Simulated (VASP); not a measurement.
VH:

```xyz
4
Lattice="2.9700 0.0000 0.0000 -1.4850 2.5721 0.0000 0.0000 0.0000 4.8500" Properties=species:S:1:pos:R:3 pbc="T T T"
V     0.0000    1.7147    0.0000
V     1.4850    0.8574    2.4250
H     0.0000    1.7147    1.8188
H     1.4850    0.8574    4.2438
```

| Quantity | Value |
| --- | --- |
| Program | VASP 6.6.1 |
| Task | relaxation of cell and atoms |
| Functional | PBEsol |
| Potentials or basis | VASP PAW PBE potentials, release 64 (V_sv, H) |
| Cutoff | 600 eV |
| k mesh | 9 × 9 × 5 |
| Occupations | methfessel-paxton, width 0.1 eV |
| Spin | collinear spin, ferromagnetic start |
| Starting moments | [1.5, 1.5, 0.0, 0.0] μB |

At the start: pressure -17.9 GPa; volume 9.26 Å³/atom.

Problem. Where does the relaxation end?

Solution. Over 10 steps the energy falls by 105.8 meV/atom and the volume is 8.13 Å³/atom (-12.3 %); space group P6_3mc (No. 186, to 0.05 Å); moment 0.00 μB per cell.

The path:
```csv
step,energy change (eV),largest force (eV/Å),pressure (GPa),volume (Å³)
1,0.0000,0.0681,-17.95,37.05
2,-0.3042,0.2966,5.50,31.75
3,-0.3131,0.2545,1.35,32.42
4,-0.3522,0.2814,1.31,32.40
5,-0.4120,0.2855,1.82,32.29
6,-0.4121,0.2649,-2.50,32.95
7,-0.4229,0.0176,-0.53,32.63
8,-0.4229,0.0232,-0.41,32.62
9,-0.4232,0.0143,0.46,32.45
10,-0.4233,0.0018,0.18,32.51
```

Final structure:
```
CELL_PARAMETERS angstrom
2.73439 0.00000 0.00000
-1.36719 2.36805 0.00000
0.00000 0.00000 5.02029
ATOMIC_POSITIONS crystal
V 0.33333 0.66667 0.01409
V 0.66667 0.33333 0.51409
H 0.33333 0.66667 0.36091
H 0.66667 0.33333 0.86091
```

Caveat: the PAW data sets were made with another functional, which shifts forces and pressure a little.
